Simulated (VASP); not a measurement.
# Te2Mo in VASP: density of states with PBE

Aim: the density of states of Te2Mo with PBE.

Everything below comes from runs of VASP 6.6.1. Logs are shortened: lines on timing, memory, paths and dates and some standing lists are left out, and cuts for length are marked.

**1. The cell of the first run**

The cell holds a slab with vacuum, 3 atoms: a = 3.555 Å, b = 3.555 Å, c = 17.518 Å, α = 90.00°, β = 90.00°, γ = 120.00°.

**2. Density of states, PBE**

The input, POSCAR:

```
Te2Mo
1.0
    3.5549667215     -0.0000000029      0.0000000000
   -1.7774833583      3.0786914919      0.0000000000
    0.0000000000      0.0000000000     17.5181591292
Te Mo
2 1
Direct
    0.3333333333      0.6666666667      0.8967943705
    0.3333333333      0.6666666667      0.1032056295
    0.0000000000      0.0000000000      0.0000000000
```

The input, INCAR.step1:

```
SYSTEM = Te2Mo
  ALGO = Normal
  EDIFF = 1E-7
  ENCUT = 520
  GGA = PE
  ISIF = 2
  ISMEAR = 0
  LASPH = .True.
  LCHARG = .True.
  LMAXMIX = 4
  LREAL = .False.
  LWAVE = .False.
  NBANDS = 20
  NELM = 60
  PREC = Accurate
  SIGMA = 0.02
```

The input, KPOINTS.step1:

```
k-points
0
Gamma
  12 12 2
  0 0 0
```

The input, INCAR.step2:

```
SYSTEM = Te2Mo
  ALGO = Normal
  EDIFF = 1E-7
  ENCUT = 520
  GGA = PE
  ICHARG = 11
  ISIF = 2
  ISMEAR = -5
  LASPH = .True.
  LCHARG = .False.
  LMAXMIX = 4
  LORBIT = 11
  LREAL = .False.
  LWAVE = .False.
  NEDOS = 1001
  NELM = 60
  PREC = Accurate
  SIGMA = 0.02
```

The input, KPOINTS.step2:

```
k-points
0
Gamma
  18 18 3
  0 0 0
```

Potentials or basis: VASP PAW PBE potentials, release 64 (Te, Mo_sv).

Run with:

```
> cat potpaw_PBE.64/Te/POTCAR potpaw_PBE.64/Mo_sv/POTCAR > POTCAR
> cp INCAR.step1 INCAR
> cp KPOINTS.step1 KPOINTS
> mpirun -np 1 vasp_std > vasp.out
> cp INCAR.step2 INCAR
> cp KPOINTS.step2 KPOINTS
> mpirun -np 1 vasp_std > vasp.out
```

OUTCAR:

```text
SYSTEM = Te2Mo
   EDIFF = 1E-7
   ENCUT = 520
   GGA = PE
   ICHARG = 11
   ISIF = 2
   ISMEAR = -5
   LASPH = .True.
   LORBIT = 11
   LREAL = .False.
   NELM = 60
   PREC = Accurate

 ion  position               nearest neighbor table
   1  0.333  0.667  0.897-   3 2.74   3 2.74   3 2.74   2 3.62
   2  0.333  0.667  0.103-   3 2.74   3 2.74   3 2.74   1 3.62
   3  0.000  0.000  0.000-   1 2.74   2 2.74   1 2.74   2 2.74   1 2.74   2 2.74

  LATTYP: Found a hexagonal cell.
 ALAT       =     3.5549667215
 C/A-ratio  =     4.9277983457

  Lattice vectors:

 A1 = (   3.5549667215,  -0.0000000029,   0.0000000000)
 A2 = (  -1.7774833583,   3.0786914919,   0.0000000000)
 A3 = (   0.0000000000,   0.0000000000,  17.5181591292)

Analysis of symmetry for initial positions (statically):
=====================================================================
 Subroutine PRICEL returns:
 Original cell was already a primitive cell.

 Routine SETGRP: Setting up the symmetry group for a
 hexagonal supercell.

 Subroutine GETGRP returns: Found 12 space group operations
 (whereof 12 operations were pure point group operations)
 out of a pool of 24 trial point group operations.

The static configuration has the point symmetry D_3h.

Analysis of symmetry for dynamics (positions and initial velocities):
=====================================================================
 Subroutine PRICEL returns:
 Original cell was already a primitive cell.

 Routine SETGRP: Setting up the symmetry group for a
 hexagonal supercell.

 Subroutine GETGRP returns: Found 12 space group operations
 (whereof 12 operations were pure point group operations)
 out of a pool of 24 trial point group operations.

The dynamic configuration has the point symmetry D_3h.

 Subroutine INISYM returns: Found 12 space group operations
 (whereof 12 operations are pure point group operations),
 and found     1 'primitive' translations

----------------------------------------------------------------------------------------

                                     Primitive cell

  volume of cell :     191.7300

  direct lattice vectors                    reciprocal lattice vectors
     3.554966722 -0.000000003  0.000000000     0.281296586  0.162406659  0.000000000
    -1.777483358  3.078691492  0.000000000     0.000000000  0.324813319  0.000000000
     0.000000000  0.000000000 17.518159129     0.000000000  0.000000000  0.057083623

  length of vectors
     3.554966722  3.554966722 17.518159129     0.324813319  0.324813319  0.057083623

  position of ions in fractional coordinates (direct lattice)
     0.333333333  0.666666667  0.896794370
     0.333333333  0.666666667  0.103205630
     0.000000000  0.000000000  0.000000000

  ion indices of the primitive-cell ions
   primitive index   ion index
                 1           1
                 2           2
                 3           3

----------------------------------------------------------------------------------------

 KPOINTS: k-points

Automatic generation of k-mesh.
 Grid dimensions read from file:
 generate k-points for:   18   18    3

 Generating k-lattice:

  Cartesian coordinates                     Fractional coordinates (reciprocal lattice)
     0.015627588  0.009022592  0.000000000     0.055555556  0.000000000  0.000000000
     0.000000000  0.018045184  0.000000000     0.000000000  0.055555556  0.000000000
     0.000000000  0.000000000  0.019027874     0.000000000  0.000000000  0.333333333

  Length of vectors
     0.018045184  0.018045184  0.019027874

  Shift w.r.t. Gamma in fractional coordinates (k-lattice)
     0.000000000  0.000000000  0.000000000

 TETIRR: Found    828 inequivalent tetrahedra from     5832

 Subroutine IBZKPT returns following result:
 ===========================================

 Found     74 irreducible k-points:

 Following reciprocal coordinates:
            Coordinates               Weight
  0.000000  0.000000  0.000000      1.000000
  0.055556  0.000000  0.000000      6.000000
  0.111111  0.000000  0.000000      6.000000
  0.166667 -0.000000  0.000000      6.000000
  0.222222  0.000000  0.000000      6.000000
  0.277778  0.000000  0.000000      6.000000
[... 16 lines left out ...]
  0.333333  0.111111  0.000000     12.000000
  0.388889  0.111111  0.000000     12.000000
 [... further k-points ...]
   k-points           NKPTS =     74   k-points in BZ     NKDIM =     74   number of bands    NBANDS=     17
   number of dos      NEDOS =   1001   number of ions     NIONS =      3
   total plane-waves  NPLWV = 109760
   dimension x,y,z NGX =    28 NGY =   28 NGZ =  140
   dimension x,y,z NGXF=    56 NGYF=   56 NGZF=  280
   ions per type =               2   1
   NGX,Y,Z   is equivalent  to a cutoff of  13.09, 13.09, 13.29 a.u.
   NGXF,Y,Z  is equivalent  to a cutoff of  26.19, 26.19, 26.57 a.u.
 SYSTEM =  Te2Mo
   PREC   = accura    normal or accurate (medium, high low for compatibility)
   ISTART =      0    job   : 0-new  1-cont  2-samecut
   ICHARG =     11    charge: 1-file 2-atom 10-const
   ISPIN  =      1    spin polarized calculation?
   LNONCOLLINEAR =      F non collinear calculations
   LSORBIT =      F    spin-orbit coupling
   LASPH  =      T    aspherical Exc in radial PAW
   ENCUT  =  520.0 eV  38.22 Ry    6.18 a.u.   6.61  6.61 32.57*2*pi/ulx,y,z
   NELM   =     60;   NELMIN=  2; NELMDL=  0     # of ELM steps
   EDIFF  = 0.1E-06   stopping-criterion for ELM
   LREAL  =      F    real-space projection
   EDIFFG = 0.1E-05   stopping-criterion for IOM
   NSW    =      0    number of steps for IOM
   IBRION =     -1    ionic relax: 0-MD 1-quasi-New 2-CG
   NFREE  =      0    steps in history (QN), initial steepest desc. (CG)
   ISIF   =      2    stress and relaxation
   ISYM   =      2    0-nonsym 1-usesym 2-fastsym
   POTIM  = 0.5000    time-step for ionic-motion
   TEBEG  =    0.0;   TEEND  =   0.0 temperature during run
   PSTRESS=    0.0 pullay stress
   NELECT =      26.0000    total number of electrons
   NUPDOWN=      -1.0000    fix difference up-down
   EMIN   =  10.00;   EMAX   =-10.00  energy-range for DOS
   EFERMI =   0.00;   METHOD = LEGACY
   ISMEAR =    -5;   SIGMA  =   0.02  broadening in eV -4-tet -1-fermi 0-gaus
   EFERMI_NEDOS =   21; number of points for ismear=-14 and -15
   IALGO  =     38    algorithm
   IMIX   =      4    mixing-type and parameters
     AMIX     =   0.40;   BMIX     =  1.00
     AMIX_MAG =   1.60;   BMIX_MAG =  1.00
  volume/ion in A,a.u.               =      63.91       431.29
  Fermi-wavevector in a.u.,A,eV,Ry     =   0.841077  1.589406  9.624910  0.707411
  Thomas-Fermi vector in A             =   1.955563
   LORBIT       =     11    0 simple, 1 ext, 2 COOP (PROOUT), +10 PAW based schemes
   GGA     = PE    functional components
   LHFCALC =     F    Hartree Fock is set to
   AEXX    =    0.0000 exact exchange contribution
   IVDW    =     0    specifies the selected vdW correction
   LEPSILON=     F    determine dielectric tensor
   LRPA    =     F    only Hartree local field effects (RPA)
 non-spin polarized calculation
 Fermi weights with tetrahedron method with Bloechl corrections
  energy-cutoff  :      520.00
  volume of cell :      191.73
 maximum number of plane-waves:      5233
 NGX is ok and might be reduce to    28

 number of electron      26.0000000 magnetization

 Free energy of the ion-electron system (eV)
  ---------------------------------------------------
  ext. energy  EPLUGINS =         0.00000000
  ---------------------------------------------------
  free energy    TOTEN  =       -18.02480411 eV

  energy without entropy =      -18.02480411  energy(sigma->0) =      -18.02480411

 E-fermi :   0.1509     XC(G=0):  -4.7557

 val. band max:        0.1505966675   @ k =   0.3333   0.3333   0.0000
 cond. band min:       1.2278265004   @ k =   0.3333   0.3333   0.3333
 fundamental gap:      1.0772298330
 Fermi energy:         0.1509219011

 k-point     1 :       0.0000    0.0000    0.0000
  band No.  band energies     occupation
      1     -60.5391      2.00000
      2     -34.6847      2.00000
      3     -34.5813      2.00000
      4     -34.5813      2.00000
      5     -12.3804      2.00000
      6     -11.4436      2.00000
[... 9 lines left out ...]
     16       3.4723      0.00000
     17       3.4727      0.00000

 k-point     2 :       0.0556    0.0000    0.0000
  band No.  band energies     occupation
      1     -60.5388      2.00000
      2     -34.6840      2.00000
      3     -34.5848      2.00000
      4     -34.5821      2.00000
      5     -12.3386      2.00000
      6     -11.4146      2.00000
[... 9 lines left out ...]
     16       3.2358      0.00000
     17       3.3789      0.00000

 k-point     3 :       0.1111    0.0000    0.0000
  band No.  band energies     occupation
      1     -60.5381      2.00000
      2     -34.6818      2.00000
      3     -34.5948      2.00000
      4     -34.5844      2.00000
      5     -12.2152      2.00000
      6     -11.3288      2.00000
[... 9 lines left out ...]
     16       3.1305      0.00000
     17       3.3349      0.00000

 k-point     4 :       0.1667   -0.0000    0.0000
  band No.  band energies     occupation
      1     -60.5370      2.00000
      2     -34.6784      2.00000
      3     -34.6101      2.00000
      4     -34.5880      2.00000
      5     -12.0154      2.00000
      6     -11.1903      2.00000
[... 9 lines left out ...]
     16       2.8005      0.00000
     17       3.4592      0.00000
[... 343 lines left out ...]
      1     -60.5324      2.00000
      2     -34.6670      2.00000
      3     -34.6647      2.00000
      4     -34.6080      2.00000
      5     -11.0073      2.00000
      6     -10.5025      2.00000
[... 9 lines left out ...]
     16       2.5008      0.00000
     17       3.6002      0.00000

 k-point    23 :       0.3333    0.1111    0.0000
  band No.  band energies     occupation
      1     -60.5314      2.00000
      2     -34.6801      2.00000
      3     -34.6615      2.00000
      4     -34.6125      2.00000
      5     -10.7024      2.00000
      6     -10.3022      2.00000
[... 9 lines left out ...]
     16       2.7629      0.00000
     17       3.6032      0.00000

 k-point    24 :       0.3889    0.1111    0.0000
  band No.  band energies     occupation
      1     -60.5307      2.00000
      2     -34.6886      2.00000
      3     -34.6595      2.00000
      4     -34.6155      2.00000
      5     -10.4771      2.00000
      6     -10.1580      2.00000
[... 9 lines left out ...]
     16       2.9572      0.00000
     17       3.6025      0.00000

 [... further k-points ...]

------------------------ aborting loop because EDIFF is reached ----------------------------------------

  FORCE on cell =-STRESS in cart. coord.  units (eV):
  Direction    XX          YY          ZZ          XY          YZ          ZX
  --------------------------------------------------------------------------------------
  -------------------------------------------------------------------------------------
  Total       -0.0095125     -0.0095125      0.0274544      0.0000000     -0.0000000     -0.0000000
  in kB       -0.0794902     -0.0794902      0.2294206      0.0000000     -0.0000000     -0.0000000
  external PRESSURE =       0.0234801 kB  Pullay stress =       0.0000000 kB

 VOLUME and BASIS-vectors are now :
 -----------------------------------------------------------------------------
  energy-cutoff  :      520.00
  volume of cell :      191.73
      direct lattice vectors                 reciprocal lattice vectors
     3.554966722 -0.000000003  0.000000000     0.281296586  0.162406659  0.000000000
    -1.777483358  3.078691492  0.000000000     0.000000000  0.324813319  0.000000000
     0.000000000  0.000000000 17.518159129     0.000000000  0.000000000  0.057083623

 POSITION                                       TOTAL-FORCE (eV/Angst)
 -----------------------------------------------------------------------------------
      0.00000      2.05246     15.71019         0.000000      0.000000     -0.012476
      0.00000      2.05246      1.80797         0.000000      0.000000      0.012476
      0.00000      0.00000      0.00000        -0.000000     -0.000000      0.000000
 -----------------------------------------------------------------------------------
    total drift:                               -0.000010      0.000006     -0.000000

  FREE ENERGIE OF THE ION-ELECTRON SYSTEM (eV)
  ---------------------------------------------------
  free  energy   TOTEN  =       -18.0248041115 eV

  energy  without entropy=      -18.0248041115  energy(sigma->0) =      -18.02480411

 total charge

# of ion       s       p       d       tot
------------------------------------------
    1        1.383   1.974   0.058   3.416
    2        1.383   1.974   0.058   3.416
    3        2.250   6.140   3.957  12.347
--------------------------------------------------
tot          5.017  10.089   4.073  19.179
```

Run time: 2.5 min. Hardware: 1 thread of Intel Xeon 6975P-C (Granite Rapids), shared host; peak memory 0.47 GiB.

Results:

| Property | Result |
| --- | --- |
| Valence electrons inside the program's atomic spheres | Te 3.42; Mo 12.35 |

Caveat: spin-orbit coupling is left out, which moves the levels of the heavy elements.
